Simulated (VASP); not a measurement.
# GaN (vib) (Fm-3m) in VASP: a series of runs

GaN (vib) is run at these levels: LDA; tasks: relaxation of cell and atoms.

Everything below comes from runs of VASP 6.6.1. Logs are shortened: lines on timing, memory, paths and dates and some standing lists are left out, and cuts for length are marked.

**1. The cell of the first run**

Symmetry: Fm-3m, No. 225, cubic system. The conventional cell has a = 4.270 Å, b = 4.270 Å, c = 4.270 Å, α = 90.00°, β = 90.00°, γ = 90.00°. Within 2.8 Å of Ga (site symmetry m-3m) lie 6 N at 2.14 Å. N (site symmetry m-3m) has 6 Ga at 2.14 Å within 2.8 Å.

**2. Relaxation of cell and atoms, LDA**

File INCAR:

```
SYSTEM = GaN
PREC = Accurate
ENCUT = 600
EDIFF = 1E-7
ISMEAR = 0
SIGMA = 0.1
LREAL = .FALSE.
LASPH = .TRUE.
NELM = 120
ALGO = Normal
ISIF = 3
LWAVE = .FALSE.
LCHARG = .FALSE.
IBRION = 2
NSW = 100
EDIFFG = -0.05
GGA_COMPAT = .FALSE.
NELMIN = 4
```

File KPOINTS:

```
Automatic mesh
0
G
  8 8 8
  0 0 0
```

File POSCAR:

```
GaN
1.0
    0.0000000000      2.1352350000      2.1352350000
    2.1352350000      0.0000000000      2.1352350000
    2.1352350000      2.1352350000      0.0000000000
Ga N
1 1
Direct
    0.0000000000      0.0000000000      0.0000000000
    0.5000000000      0.5000000000      0.5000000000
```

Potentials or basis: VASP PAW LDA potentials, release 64 (Ga_d, N).

Launch:

```bash
$ cat potpaw_LDA.64/Ga_d/POTCAR potpaw_LDA.64/N/POTCAR > POTCAR
$ mpirun -np 1 vasp_std > vasp.out
```

OUTCAR:

```text
SYSTEM = GaN
   PREC = Accurate
   ENCUT = 600
   EDIFF = 1E-7
   ISMEAR = 0
   LREAL = .FALSE.
   LASPH = .TRUE.
   NELM = 120
   ISIF = 3
   IBRION = 2
   NSW = 100
   EDIFFG = -0.05
   NELMIN = 4

 ion  position               nearest neighbor table
   1  0.000  0.000  0.000-   2 2.14   2 2.14   2 2.14   2 2.14   2 2.14   2 2.14
   2  0.500  0.500  0.500-   1 2.14   1 2.14   1 2.14   1 2.14   1 2.14   1 2.14

  LATTYP: Found a face centered cubic cell.
 ALAT       =     4.2704700000

  Lattice vectors:

 A1 = (   0.0000000000,   2.1352350000,   2.1352350000)
 A2 = (   2.1352350000,   0.0000000000,   2.1352350000)
 A3 = (   2.1352350000,   2.1352350000,   0.0000000000)

Analysis of symmetry for initial positions (statically):
=====================================================================
 Subroutine PRICEL returns:
 Original cell was already a primitive cell.

 Routine SETGRP: Setting up the symmetry group for a
 face centered cubic supercell.

 Subroutine GETGRP returns: Found 48 space group operations
 (whereof 48 operations were pure point group operations)
 out of a pool of 48 trial point group operations.

The static configuration has the point symmetry O_h .

Analysis of symmetry for dynamics (positions and initial velocities):
=====================================================================
 Subroutine PRICEL returns:
 Original cell was already a primitive cell.

 Routine SETGRP: Setting up the symmetry group for a
 face centered cubic supercell.

 Subroutine GETGRP returns: Found 48 space group operations
 (whereof 48 operations were pure point group operations)
 out of a pool of 48 trial point group operations.

The dynamic configuration has the point symmetry O_h .

 Subroutine INISYM returns: Found 48 space group operations
 (whereof 48 operations are pure point group operations),
 and found     1 'primitive' translations

----------------------------------------------------------------------------------------

                                     Primitive cell

  volume of cell :      19.4700

  direct lattice vectors                    reciprocal lattice vectors
     0.000000000  2.135235000  2.135235000    -0.234166263  0.234166263  0.234166263
     2.135235000  0.000000000  2.135235000     0.234166263 -0.234166263  0.234166263
     2.135235000  2.135235000  0.000000000     0.234166263  0.234166263 -0.234166263

  length of vectors
     3.019678296  3.019678296  3.019678296     0.405587864  0.405587864  0.405587864

  position of ions in fractional coordinates (direct lattice)
     0.000000000  0.000000000  0.000000000
     0.500000000  0.500000000  0.500000000

  ion indices of the primitive-cell ions
   primitive index   ion index
                 1           1
                 2           2

----------------------------------------------------------------------------------------

 KPOINTS: Automatic mesh

Automatic generation of k-mesh.
 Grid dimensions read from file:
 generate k-points for:    8    8    8

 Generating k-lattice:

  Cartesian coordinates                     Fractional coordinates (reciprocal lattice)
    -0.029270783  0.029270783  0.029270783     0.125000000  0.000000000  0.000000000
     0.029270783 -0.029270783  0.029270783     0.000000000  0.125000000  0.000000000
     0.029270783  0.029270783 -0.029270783     0.000000000  0.000000000  0.125000000

  Length of vectors
     0.050698483  0.050698483  0.050698483

  Shift w.r.t. Gamma in fractional coordinates (k-lattice)
     0.000000000  0.000000000  0.000000000

 Subroutine IBZKPT returns following result:
 ===========================================

 Found     29 irreducible k-points:

 Following reciprocal coordinates:
            Coordinates               Weight
  0.000000  0.000000  0.000000      1.000000
  0.125000  0.000000  0.000000      8.000000
  0.250000  0.000000  0.000000      8.000000
  0.375000  0.000000  0.000000      8.000000
  0.500000  0.000000  0.000000      4.000000
  0.125000  0.125000  0.000000      6.000000
[... 16 lines left out ...]
  0.500000  0.250000  0.125000     48.000000
 -0.375000  0.250000  0.125000     24.000000
 [... further k-points ...]
   k-points           NKPTS =     29   k-points in BZ     NKDIM =     29   number of bands    NBANDS=     13
   number of dos      NEDOS =    301   number of ions     NIONS =      2
   total plane-waves  NPLWV =  13824
   dimension x,y,z NGX =    24 NGY =   24 NGZ =   24
   dimension x,y,z NGXF=    48 NGYF=   48 NGZF=   48
   ions per type =               1   1
   NGX,Y,Z   is equivalent  to a cutoff of  13.21, 13.21, 13.21 a.u.
   NGXF,Y,Z  is equivalent  to a cutoff of  26.43, 26.43, 26.43 a.u.
 SYSTEM =  GaN
   PREC   = accura    normal or accurate (medium, high low for compatibility)
   ISTART =      0    job   : 0-new  1-cont  2-samecut
   ICHARG =      2    charge: 1-file 2-atom 10-const
   ISPIN  =      1    spin polarized calculation?
   LNONCOLLINEAR =      F non collinear calculations
   LSORBIT =      F    spin-orbit coupling
   LASPH  =      T    aspherical Exc in radial PAW
   ENCUT  =  600.0 eV  44.10 Ry    6.64 a.u.   6.03  6.03  6.03*2*pi/ulx,y,z
   NELM   =    120;   NELMIN=  4; NELMDL= -5     # of ELM steps
   EDIFF  = 0.1E-06   stopping-criterion for ELM
   LREAL  =      F    real-space projection
   EDIFFG = -.5E-01   stopping-criterion for IOM
   NSW    =    100    number of steps for IOM
   IBRION =      2    ionic relax: 0-MD 1-quasi-New 2-CG
   NFREE  =      1    steps in history (QN), initial steepest desc. (CG)
   ISIF   =      3    stress and relaxation
   ISYM   =      2    0-nonsym 1-usesym 2-fastsym
   POTIM  = 0.5000    time-step for ionic-motion
   TEBEG  =    0.0;   TEEND  =   0.0 temperature during run
   PSTRESS=    0.0 pullay stress
   NELECT =      18.0000    total number of electrons
   NUPDOWN=      -1.0000    fix difference up-down
   EMIN   =  10.00;   EMAX   =-10.00  energy-range for DOS
   EFERMI =   0.00;   METHOD = LEGACY
   ISMEAR =     0;   SIGMA  =   0.10  broadening in eV -4-tet -1-fermi 0-gaus
   EFERMI_NEDOS =   21; number of points for ismear=-14 and -15
   IALGO  =     38    algorithm
   IMIX   =      4    mixing-type and parameters
     AMIX     =   0.40;   BMIX     =  1.00
     AMIX_MAG =   1.60;   BMIX_MAG =  1.00
  volume/ion in A,a.u.               =       9.74        65.70
  Fermi-wavevector in a.u.,A,eV,Ry     =   1.594814  3.013761 34.605481  2.543431
  Thomas-Fermi vector in A             =   2.692830
   LORBIT       =      0    0 simple, 1 ext, 2 COOP (PROOUT), +10 PAW based schemes
   GGA     = CA    functional components
   LHFCALC =     F    Hartree Fock is set to
   AEXX    =    0.0000 exact exchange contribution
   IVDW    =     0    specifies the selected vdW correction
   LEPSILON=     F    determine dielectric tensor
   LRPA    =     F    only Hartree local field effects (RPA)
 conjugate gradient relaxation of ions
 non-spin polarized calculation
 Gauss-broadening in eV      SIGMA  =   0.10
  energy-cutoff  :      600.00
  volume of cell :       19.47
 maximum number of plane-waves:       660
   NGX = 13   NGY = 13   NGZ = 13

--------------------------------------- Ionic step        1  -------------------------------------------

 number of electron      18.0000005 magnetization

 Free energy of the ion-electron system (eV)
  ---------------------------------------------------
  ext. energy  EPLUGINS =         0.00000000
  ---------------------------------------------------
  free energy    TOTEN  =       -13.03703998 eV

  energy without entropy =      -13.03664194  energy(sigma->0) =      -13.03684096

------------------------ aborting loop because EDIFF is reached ----------------------------------------

  FORCE on cell =-STRESS in cart. coord.  units (eV):
  Direction    XX          YY          ZZ          XY          YZ          ZX
  --------------------------------------------------------------------------------------
  -------------------------------------------------------------------------------------
  Total       -1.5411813     -1.5411813     -1.5411813     -0.0000000      0.0000000     -0.0000000
  in kB     -126.8227854   -126.8227854   -126.8227854     -0.0000000      0.0000000     -0.0000000
  external PRESSURE =    -126.8227854 kB  Pullay stress =       0.0000000 kB
[... 57 lines left out ...]
  energy  without entropy=      -13.0378894736  energy(sigma->0) =      -13.03788947

--------------------------------------- Ionic step        3  -------------------------------------------

 number of electron      18.0000001 magnetization

 Free energy of the ion-electron system (eV)
  ---------------------------------------------------
  ext. energy  EPLUGINS =         0.00000000
  ---------------------------------------------------
  free energy    TOTEN  =       -13.08342788 eV

  energy without entropy =      -13.08342766  energy(sigma->0) =      -13.08342777

 E-fermi :   8.3274     XC(G=0): -13.6347

 val. band max:        8.0099526017   @ k =  -0.2500   0.1250   0.0000
 cond. band min:       8.6119989583   @ k =   0.5000   0.5000   0.0000
 fundamental gap:      0.6020463567
 Fermi energy:         8.3274187572

 k-point     1 :       0.0000    0.0000    0.0000
  band No.  band energies     occupation
      1      -9.4503      2.00000
      2      -6.0679      2.00000
      3      -6.0679      2.00000
      4      -6.0679      2.00000
      5      -5.9632      2.00000
      6      -5.9632      2.00000
      7       7.4702      2.00000
      8       7.4702      2.00000
      9       7.4702      2.00000
     10      10.6491      0.00000
     11      22.8380      0.00000
     12      22.8380      0.00000
     13      22.8380      0.00000
[... 353 lines left out ...]
 k-point    24 :      -0.3750    0.2500    0.1250
  band No.  band energies     occupation
      1      -7.1452      2.00000
      2      -6.1991      2.00000
      3      -6.1035      2.00000
      4      -6.0155      2.00000
      5      -5.8159      2.00000
      6      -4.3588      2.00000
      7       0.3194      2.00000
      8       4.8551      2.00000
      9       6.3565      2.00000
     10      13.8992      0.00000
     11      15.1810      0.00000
     12      18.8555      0.00000
     13      18.9361      0.00000

 [... further k-points ...]
[... 5 lines left out ...]
  --------------------------------------------------------------------------------------
  -------------------------------------------------------------------------------------
  Total       -0.0187064     -0.0187064     -0.0187064      0.0000000      0.0000000      0.0000000
  in kB       -1.6312489     -1.6312489     -1.6312489      0.0000000      0.0000000      0.0000000
  external PRESSURE =      -1.6312489 kB  Pullay stress =       0.0000000 kB
[... 17 lines left out ...]
  FREE ENERGIE OF THE ION-ELECTRON SYSTEM (eV)
  ---------------------------------------------------
  free  energy   TOTEN  =       -13.0834278750 eV

  energy  without entropy=      -13.0834276635  energy(sigma->0) =      -13.08342777

 reached required accuracy - stopping structural energy minimisation
```

Wall time 14 s (1 thread of Intel Xeon Platinum 8259CL at 2.50GHz (Skylake/Cascade Lake), shared host); peak memory 0.14 GiB.

What came out:

```yaml
Free_energy: -13.0834 eV
Relaxed_volume: 9.19 Å³/atom
Relaxed_cell: a = 2.962 Å, b = 2.962 Å, c = 2.962 Å, α = 60.00°, β = 60.00°, γ = 60.00°
Space_group_after_relaxing_to_0.05_Å: Fm-3m (No. 225)
Energy_gained_by_relaxing: 23.2 meV/atom
Ionic_steps: 3
Pressure_after_relaxing: -0.2 GPa
Band_gap_on_the_k_mesh: 0.60 eV, indirect (least direct gap 3.18 eV)
```

Step by step:
```csv
step,energy change (eV),largest force (eV/Å),pressure (GPa),volume (Å³)
1,0.0000,0.0000,-12.68,19.47
2,-0.0008,0.0000,15.58,17.38
3,-0.0464,0.0000,-0.16,18.37
```

Final structure:
```
Ga N
1.0
     0.00000    2.09436    2.09436
     2.09436    0.00000    2.09436
     2.09436    2.09436    0.00000
Ga N
1 1
Direct
  0.00000 0.00000 0.00000
  0.50000 0.50000 0.50000
```

A k mesh can miss the band edges. Expect the measured gap to be larger: semilocal functionals such as LDA lack the derivative discontinuity.

**3. Relaxation of cell and atoms, LDA**

This run uses another cell than the first one, of 9.15 Å³/atom, 0.940 times its volume.

File INCAR:

```
SYSTEM = GaN
PREC     = Accurate       ! precision mode
ENCUT    = 600            ! plane-wave cutoff, eV
EDIFF    = 1E-7           ! SCF threshold, eV
ISMEAR   = 0              ! smearing method
SIGMA    = 0.02           ! smearing width, eV
LREAL    = .FALSE.        ! projectors in reciprocal space
LASPH    = .TRUE.         ! aspherical terms in the spheres
NELM     = 120            ! most SCF steps
ALGO     = Normal         ! electronic algorithm
ISIF     = 3              ! what is computed and relaxed
LWAVE    = .FALSE.        ! write WAVECAR
LCHARG   = .FALSE.        ! write CHGCAR
IBRION   = 2              ! ionic algorithm
NSW      = 100            ! ionic steps
EDIFFG   = -0.002         ! ionic threshold
GGA_COMPAT= .FALSE.      
NELMIN   = 4
```

File KPOINTS:

```
regular mesh
0
G
  10 10 10
  0 0 0
```

File POSCAR:

```
GaN
1.0
    0.0000000000      2.0912994710      2.0912994710
    2.0912994710      0.0000000000      2.0912994710
    2.0912994710      2.0912994710      0.0000000000
Ga N
1 1
Direct
    0.0000000000      0.0000000000      0.0000000000
    0.5000000000      0.5000000000      0.5000000000
```

Potentials or basis: VASP PAW LDA potentials, release 64 (Ga_d, N).

Launch:

```bash
$ cat potpaw_LDA.64/Ga_d/POTCAR potpaw_LDA.64/N/POTCAR > POTCAR
$ mpirun -np 1 vasp_std > vasp.out
```

It took 31 s on 1 thread of Intel Xeon Platinum 8259CL at 2.50GHz (Skylake/Cascade Lake), shared host; peak memory 0.14 GiB.

It converged, with:

```
Free energy                            : -13.0831 eV
Relaxed volume                         : 9.18 Å³/atom
Relaxed cell                           : a = 2.962 Å, b = 2.962 Å, c = 2.962 Å, α = 60.00°, β = 60.00°, γ = 60.00°
Space group after relaxing (to 0.05 Å) : Fm-3m (No. 225)
Energy gained by relaxing              : 0.1 meV/atom
Ionic steps                            : 7
Pressure after relaxing                : 0.0 GPa
Band gap on the k mesh                 : 0.61 eV, indirect (least direct gap 3.18 eV)
```

Step by step:
```csv
step,energy change (eV),largest force (eV/Å),pressure (GPa),volume (Å³)
1,0.0000,0.0000,0.99,18.29
2,0.0000,0.0000,-0.97,18.44
3,-0.0003,0.0000,0.08,18.37
4,-0.0002,0.0000,-0.11,18.38
5,-0.0003,0.0000,-0.06,18.37
6,-0.0003,0.0000,0.08,18.37
7,-0.0003,0.0000,-0.02,18.37
```

Final structure:
```xyz
2
Lattice="0.0000 2.0942 2.0942 2.0942 0.0000 2.0942 2.0942 2.0942 0.0000" Properties=species:S:1:pos:R:3 pbc="T T T"
Ga    0.0000    0.0000    0.0000
N     2.0942    2.0942    2.0942
```

Levels at points of the mesh, in eV from the valence-band top:
```csv
k point,band 7,band 8,band 9,band 10,band 11,band 12
"(0.00, 0.00, 0.00)",-0.53,-0.53,-0.53,2.65,14.84,14.84
"(0.50, 0.00, 0.00)",-8.46,-0.14,-0.14,4.81,9.07,9.07
"(0.50, 0.50, 0.00)",-7.37,-3.15,-3.15,0.61,7.82,12.07
```

A k mesh can miss the band edges.

**4. Relaxation of cell and atoms, LDA**

This run uses another cell than the first one, of 9.14 Å³/atom, 0.938 times its volume.

File INCAR:

```
SYSTEM = GaN
PREC = Accurate
ENCUT = 600
EDIFF = 1E-7
ISMEAR = 0
SIGMA = 0.01
LREAL = .FALSE.
LASPH = .TRUE.
NELM = 120
ALGO = Normal
ISIF = 3
LWAVE = .FALSE.
LCHARG = .FALSE.
IBRION = 2
NSW = 80
EDIFFG = -0.001
GGA_COMPAT = .FALSE.
NELMIN = 4
```

File KPOINTS:

```
regular mesh
0
G
  12 12 12
  0 0 0
```

File POSCAR:

```
GaN
1.0
    0.0000000000      2.0904796590      2.0904796590
    2.0904796590      0.0000000000      2.0904796590
    2.0904796590      2.0904796590      0.0000000000
Ga N
1 1
Direct
    0.0000000000      0.0000000000      0.0000000000
    0.5000000000      0.5000000000      0.5000000000
```

Launch:

```bash
$ cat potpaw_LDA.64/Ga_d/POTCAR potpaw_LDA.64/N/POTCAR > POTCAR
$ mpirun -np 1 vasp_std > vasp.out
```

Run time: 46 s. Hardware: 1 thread of Intel Xeon Platinum 8259CL at 2.50GHz (Skylake/Cascade Lake), shared host; peak memory 0.15 GiB.

Results (log left out):

| Property | Result |
| --- | --- |
| Free energy | -13.0833 eV |
| Relaxed volume | 9.19 Å³/atom |
| Relaxed cell | a = 2.962 Å, b = 2.962 Å, c = 2.962 Å, α = 60.00°, β = 60.00°, γ = 60.00° |
| Space group after relaxing (to 0.05 Å) | Fm-3m (No. 225) |
| Energy gained by relaxing | 0.2 meV/atom |
| Ionic steps | 7 |
| Pressure after relaxing | 0.0 GPa |
| Band gap on the k mesh | 0.58 eV, indirect (least direct gap 3.18 eV) |

Step by step:
| step | energy change (eV) | largest force (eV/Å) | pressure (GPa) | volume (Å³) |
| --- | --- | --- | --- | --- |
| 1 | 0.0000 | 0.0000 | 1.30 | 18.27 |
| 2 | 0.0000 | 0.0000 | -1.29 | 18.47 |
| 3 | -0.0004 | 0.0000 | 0.11 | 18.37 |
| 4 | -0.0004 | 0.0000 | -0.14 | 18.38 |
| 5 | -0.0004 | 0.0000 | -0.05 | 18.37 |
| 6 | -0.0004 | 0.0000 | 0.05 | 18.37 |
| 7 | -0.0004 | 0.0000 | 0.00 | 18.37 |

Final structure:
```
Ga N
1.0
     0.00000    2.09424    2.09424
     2.09424    0.00000    2.09424
     2.09424    2.09424    0.00000
Ga N
1 1
Direct
  0.00000 0.00000 0.00000
  0.50000 0.50000 0.50000
```

Levels at points of the mesh, in eV from the valence-band top:
| k point | band 7 | band 8 | band 9 | band 10 | band 11 | band 12 |
| --- | --- | --- | --- | --- | --- | --- |
| (0.00, 0.00, 0.00) | -0.56 | -0.56 | -0.56 | 2.62 | 14.81 | 14.81 |
| (0.50, 0.00, 0.00) | -8.49 | -0.17 | -0.17 | 4.78 | 9.04 | 9.04 |
| (0.50, 0.50, 0.00) | -7.40 | -3.18 | -3.18 | 0.58 | 7.79 | 12.04 |

**5. Summary**

| cell | k mesh | smearing | gap on the mesh (eV) | pressure (GPa) | relaxed volume (Å³/atom) |
| --- | --- | --- | --- | --- | --- |
| relaxed from a = 3.020 Å, angles 60.0°, 2 atoms | 8 × 8 × 8 | gaussian 0.1 eV | 0.60 | -0.2 | 9.19 |
| relaxed from a = 2.958 Å, angles 60.0°, 2 atoms | 10 × 10 × 10 | gaussian 0.02 eV | 0.61 | 0.0 | 9.18 |
| relaxed from a = 2.956 Å, angles 60.0°, 2 atoms | 12 × 12 × 12 | gaussian 0.01 eV | 0.58 | 0.0 | 9.19 |

Alike in all rows: task relaxation of cell and atoms; level LDA; potentials or basis VASP PAW LDA potentials, release 64 (Ga_d, N); no spin polarisation; cutoff (eV) 600.

Absolute energies hang on the potentials; compare differences alone.
